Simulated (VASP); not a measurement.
# Zr3ZnN2 (P6/mmm) in VASP: relaxation of cell and atoms with PBE

Aim: the relaxation of cell and atoms of Zr3ZnN2 with PBE.

Everything below comes from runs of VASP 6.6.1. Logs are shortened: lines on timing, memory, paths and dates and some standing lists are left out, and cuts for length are marked.

### Step 1. The cell of the first run

The structure is hexagonal, space group P6/mmm (No. 191). Conventional cell: a = 5.973 Å, b = 5.973 Å, c = 3.095 Å, α = 90.00°, β = 90.00°, γ = 120.00°. Within 3.1 Å of Zr (site symmetry mmm) lie 4 N at 2.32 Å and 6 Zr at 2.99 to 3.10 Å and 2 Zn at 2.99 Å. Within 3.9 Å of Zn (site symmetry 6/mmm) lie 6 Zr at 2.99 Å and 2 Zn at 3.10 Å and 12 N at 3.78 Å. Within 3.1 Å of N (site symmetry -6m2) lie 6 Zr at 2.32 Å and 2 N at 3.10 Å.

The cell was generated, and may not be a known phase.

### Step 2. Relaxation of cell and atoms, PBE

Contents of INCAR:

```
SYSTEM = Zr3ZnN2
PREC = Accurate ; ENCUT = 600
EDIFF = 1E-6 ; ISMEAR = 0
SIGMA = 0.1 ; LREAL = .FALSE.
LASPH = .TRUE. ; NELM = 80
ALGO = Normal ; ISIF = 3
LWAVE = .FALSE. ; LCHARG = .FALSE.
GGA = PE ; IBRION = 2
NSW = 100 ; EDIFFG = -0.01
```

Contents of KPOINTS:

```
Automatic mesh
0
G
  6 6 12
  0 0 0
```

Contents of POSCAR:

```
Zr3ZnN2
1.0
    5.9731280145      0.0000000000      0.0000000000
   -2.9865640072      5.1728806006      0.0000000000
    0.0000000000      0.0000000000      3.0952126775
Zr Zn N
3 1 2
Direct
    0.5000000000      0.0000000000      0.0000000000
    0.0000000000      0.5000000000      0.0000000000
    0.5000000000      0.5000000000      0.0000000000
    0.0000000000      0.0000000000      0.0000000000
    0.3333333333      0.6666666667      0.5000000000
    0.6666666667      0.3333333333      0.5000000000
```

Potentials or basis: VASP PAW PBE potentials, release 64 (Zr_sv, Zn, N).

Command:

```console
$ cat potpaw_PBE.64/Zr_sv/POTCAR potpaw_PBE.64/Zn/POTCAR potpaw_PBE.64/N/POTCAR > POTCAR
$ mpirun -np 1 vasp_std > vasp.out
```

OUTCAR:

```text
SYSTEM = Zr3ZnN2
   PREC = Accurate
   ENCUT = 600
   EDIFF = 1E-6
   ISMEAR = 0
   LREAL = .FALSE.
   LASPH = .TRUE.
   NELM = 80
   ISIF = 3
   GGA = PE
   IBRION = 2
   NSW = 100
   EDIFFG = -0.01

 ion  position               nearest neighbor table
   1  0.500  0.000  0.000-   5 2.32   6 2.32   5 2.32   6 2.32   3 2.99   3 2.99   4 2.99   4 2.99
                             2 2.99   2 2.99
   2  0.000  0.500  0.000-   5 2.32   6 2.32   5 2.32   6 2.32   4 2.99   4 2.99   3 2.99   3 2.99
                             1 2.99   1 2.99
   3  0.500  0.500  0.000-   5 2.32   6 2.32   5 2.32   6 2.32   1 2.99   1 2.99   2 2.99   2 2.99
                             4 2.99   4 2.99
   4  0.000  0.000  0.000-   2 2.99   2 2.99   1 2.99   1 2.99   3 2.99   3 2.99
   5  0.333  0.667  0.500-   1 2.32   1 2.32   2 2.32   2 2.32   3 2.32   3 2.32
   6  0.667  0.333  0.500-   1 2.32   1 2.32   2 2.32   2 2.32   3 2.32   3 2.32

  LATTYP: Found a hexagonal cell.
 ALAT       =     5.9731280145
 C/A-ratio  =     0.5181895767

  Lattice vectors:

 A1 = (   5.9731280145,   0.0000000000,   0.0000000000)
 A2 = (  -2.9865640072,   5.1728806006,   0.0000000000)
 A3 = (   0.0000000000,   0.0000000000,   3.0952126775)

Analysis of symmetry for initial positions (statically):
=====================================================================
 Subroutine PRICEL returns:
 Original cell was already a primitive cell.

 Routine SETGRP: Setting up the symmetry group for a
 hexagonal supercell.

 Subroutine GETGRP returns: Found 24 space group operations
 (whereof 24 operations were pure point group operations)
 out of a pool of 24 trial point group operations.

The static configuration has the point symmetry D_6h.

Analysis of symmetry for dynamics (positions and initial velocities):
=====================================================================
 Subroutine PRICEL returns:
 Original cell was already a primitive cell.

 Routine SETGRP: Setting up the symmetry group for a
 hexagonal supercell.

 Subroutine GETGRP returns: Found 24 space group operations
 (whereof 24 operations were pure point group operations)
 out of a pool of 24 trial point group operations.

The dynamic configuration has the point symmetry D_6h.

 Subroutine INISYM returns: Found 24 space group operations
 (whereof 24 operations are pure point group operations),
 and found     1 'primitive' translations

----------------------------------------------------------------------------------------

                                     Primitive cell

  volume of cell :      95.6367

  direct lattice vectors                    reciprocal lattice vectors
     5.973128015  0.000000000  0.000000000     0.167416469  0.096657943  0.000000000
    -2.986564007  5.172880601  0.000000000     0.000000000  0.193315887  0.000000000
     0.000000000  0.000000000  3.095212678     0.000000000  0.000000000  0.323079576

  length of vectors
     5.973128015  5.973128014  3.095212678     0.193315887  0.193315887  0.323079576

  position of ions in fractional coordinates (direct lattice)
     0.500000000  0.000000000  0.000000000
     0.000000000  0.500000000  0.000000000
     0.500000000  0.500000000  0.000000000
     0.000000000  0.000000000  0.000000000
     0.333333333  0.666666667  0.500000000
     0.666666667  0.333333333  0.500000000

  ion indices of the primitive-cell ions
   primitive index   ion index
                 1           1
                 2           2
                 3           3
                 4           4
                 5           5
                 6           6

----------------------------------------------------------------------------------------

 KPOINTS: Automatic mesh

Automatic generation of k-mesh.
 Grid dimensions read from file:
 generate k-points for:    6    6   12

 Generating k-lattice:

  Cartesian coordinates                     Fractional coordinates (reciprocal lattice)
     0.027902745  0.016109657  0.000000000     0.166666667  0.000000000  0.000000000
     0.000000000  0.032219314  0.000000000     0.000000000  0.166666667  0.000000000
     0.000000000  0.000000000  0.026923298     0.000000000  0.000000000  0.083333333

  Length of vectors
     0.032219314  0.032219314  0.026923298

  Shift w.r.t. Gamma in fractional coordinates (k-lattice)
     0.000000000  0.000000000  0.000000000

 Subroutine IBZKPT returns following result:
 ===========================================

 Found     49 irreducible k-points:

 Following reciprocal coordinates:
            Coordinates               Weight
  0.000000  0.000000  0.000000      1.000000
  0.166667 -0.000000  0.000000      6.000000
  0.333333 -0.000000  0.000000      6.000000
  0.500000 -0.000000  0.000000      3.000000
  0.166667  0.166667  0.000000      6.000000
  0.333333  0.166667  0.000000     12.000000
[... 16 lines left out ...]
  0.166667 -0.000000  0.250000     12.000000
  0.333333 -0.000000  0.250000     12.000000
 [... further k-points ...]
   k-points           NKPTS =     49   k-points in BZ     NKDIM =     49   number of bands    NBANDS=     34
   number of dos      NEDOS =    301   number of ions     NIONS =      6
   total plane-waves  NPLWV =  64512
   dimension x,y,z NGX =    48 NGY =   48 NGZ =   28
   dimension x,y,z NGXF=    96 NGYF=   96 NGZF=   56
   ions per type =               3   1   2
   NGX,Y,Z   is equivalent  to a cutoff of  13.36, 13.36, 15.04 a.u.
   NGXF,Y,Z  is equivalent  to a cutoff of  26.72, 26.72, 30.08 a.u.
 SYSTEM =  Zr3ZnN2
   PREC   = accura    normal or accurate (medium, high low for compatibility)
   ISTART =      0    job   : 0-new  1-cont  2-samecut
   ICHARG =      2    charge: 1-file 2-atom 10-const
   ISPIN  =      1    spin polarized calculation?
   LNONCOLLINEAR =      F non collinear calculations
   LSORBIT =      F    spin-orbit coupling
   LASPH  =      T    aspherical Exc in radial PAW
   ENCUT  =  600.0 eV  44.10 Ry    6.64 a.u.  11.93 11.93  6.18*2*pi/ulx,y,z
   NELM   =     80;   NELMIN=  2; NELMDL= -5     # of ELM steps
   EDIFF  = 0.1E-05   stopping-criterion for ELM
   LREAL  =      F    real-space projection
   EDIFFG = -.1E-01   stopping-criterion for IOM
   NSW    =    100    number of steps for IOM
   IBRION =      2    ionic relax: 0-MD 1-quasi-New 2-CG
   NFREE  =      1    steps in history (QN), initial steepest desc. (CG)
   ISIF   =      3    stress and relaxation
   ISYM   =      2    0-nonsym 1-usesym 2-fastsym
   POTIM  = 0.5000    time-step for ionic-motion
   TEBEG  =    0.0;   TEEND  =   0.0 temperature during run
   PSTRESS=    0.0 pullay stress
   NELECT =      58.0000    total number of electrons
   NUPDOWN=      -1.0000    fix difference up-down
   EMIN   =  10.00;   EMAX   =-10.00  energy-range for DOS
   EFERMI =   0.00;   METHOD = LEGACY
   ISMEAR =     0;   SIGMA  =   0.10  broadening in eV -4-tet -1-fermi 0-gaus
   EFERMI_NEDOS =   21; number of points for ismear=-14 and -15
   IALGO  =     38    algorithm
   IMIX   =      4    mixing-type and parameters
     AMIX     =   0.40;   BMIX     =  1.00
     AMIX_MAG =   1.60;   BMIX_MAG =  1.00
  volume/ion in A,a.u.               =      15.94       107.56
  Fermi-wavevector in a.u.,A,eV,Ry     =   1.385721  2.618634 26.126229  1.920224
  Thomas-Fermi vector in A             =   2.510105
   LORBIT       =      0    0 simple, 1 ext, 2 COOP (PROOUT), +10 PAW based schemes
   GGA     = PE    functional components
   LHFCALC =     F    Hartree Fock is set to
   AEXX    =    0.0000 exact exchange contribution
   IVDW    =     0    specifies the selected vdW correction
   LEPSILON=     F    determine dielectric tensor
   LRPA    =     F    only Hartree local field effects (RPA)
 conjugate gradient relaxation of ions
 non-spin polarized calculation
 Gauss-broadening in eV      SIGMA  =   0.10
  energy-cutoff  :      600.00
  volume of cell :       95.64
 maximum number of plane-waves:      3210
 NGX is ok and might be reduce to    48
   NGX = 23   NGY = 23   NGZ = 13

--------------------------------------- Ionic step        1  -------------------------------------------

 number of electron      57.9999993 magnetization

 Free energy of the ion-electron system (eV)
  ---------------------------------------------------
  ext. energy  EPLUGINS =         0.00000000
  ---------------------------------------------------
  free energy    TOTEN  =       -48.49097355 eV

  energy without entropy =      -48.47464719  energy(sigma->0) =      -48.48281037

------------------------ aborting loop because EDIFF is reached ----------------------------------------

  FORCE on cell =-STRESS in cart. coord.  units (eV):
  Direction    XX          YY          ZZ          XY          YZ          ZX
  --------------------------------------------------------------------------------------
  -------------------------------------------------------------------------------------
  Total       -0.0616817     -0.0616817     -0.0467207     -0.0000000      0.0000000      0.0000000
  in kB       -1.0333367     -1.0333367     -0.7826992     -0.0000000      0.0000000      0.0000000
  external PRESSURE =      -0.9497909 kB  Pullay stress =       0.0000000 kB
[... 65 lines left out ...]
  energy  without entropy=      -48.4746785938  energy(sigma->0) =      -48.48282578

--------------------------------------- Ionic step        3  -------------------------------------------

 number of electron      57.9999992 magnetization

 Free energy of the ion-electron system (eV)
  ---------------------------------------------------
  ext. energy  EPLUGINS =         0.00000000
  ---------------------------------------------------
  free energy    TOTEN  =       -48.49099648 eV

  energy without entropy =      -48.47468324  energy(sigma->0) =      -48.48283986

 E-fermi :   8.1798     XC(G=0): -11.3334

 val. band max:        8.1680000741   @ k =   0.5000  -0.0000   0.4167
 cond. band min:       8.1834974019   @ k =   0.0000   0.0000   0.5000
 fundamental gap:      0.0154973278
 Fermi energy:         8.1798225349

 k-point     1 :       0.0000    0.0000    0.0000
  band No.  band energies     occupation
      1     -40.9700      2.00000
      2     -40.7994      2.00000
      3     -40.7994      2.00000
      4     -19.9638      2.00000
      5     -19.2762      2.00000
      6     -19.2762      2.00000
[... 877 lines left out ...]
     33       9.8369      0.00000
     34      10.5025      0.00000

 [... further k-points ...]

------------------------ aborting loop because EDIFF is reached ----------------------------------------

  FORCE on cell =-STRESS in cart. coord.  units (eV):
  Direction    XX          YY          ZZ          XY          YZ          ZX
  --------------------------------------------------------------------------------------
  -------------------------------------------------------------------------------------
  Total        0.0074394      0.0074394      0.0141747      0.0000000      0.0000000      0.0000000
  in kB        0.1247106      0.1247106      0.2376191      0.0000000      0.0000000      0.0000000
  external PRESSURE =       0.1623467 kB  Pullay stress =       0.0000000 kB
[... 21 lines left out ...]
  FREE ENERGIE OF THE ION-ELECTRON SYSTEM (eV)
  ---------------------------------------------------
  free  energy   TOTEN  =       -48.4909964802 eV

  energy  without entropy=      -48.4746832372  energy(sigma->0) =      -48.48283986

 reached required accuracy - stopping structural energy minimisation
```

It took 2.9 min on 1 thread of Intel Xeon 6975P-C (Granite Rapids), shared host; peak memory 0.37 GiB.

What came out:

```
Free energy                           : -48.4910 eV
Relaxed volume                        : 15.93 Å³/atom
Relaxed cell                          : a = 5.972 Å, b = 5.972 Å, c = 3.095 Å, α = 90.00°, β = 90.00°, γ = 120.00°
Space group after relaxing (to 0.1 Å) : P6/mmm (No. 191)
Energy gained by relaxing             : 0.0 meV/atom
Ionic steps                           : 3
Pressure after relaxing               : 0.0 GPa
Band gap on the k mesh                : zero (bands 29 and 30 overlap by 1.34 eV)
```

Final structure:
```
Zr Zn N
1.0
     5.97172    0.00000    0.00000
    -2.98586    5.17166    0.00000
     0.00000    0.00000    3.09466
Zr Zn N
3 1 2
Direct
  0.50000 0.00000 0.00000
  0.00000 0.50000 0.00000
  0.50000 0.50000 0.00000
  0.00000 0.00000 0.00000
  0.33333 0.66667 0.50000
  0.66667 0.33333 0.50000
```
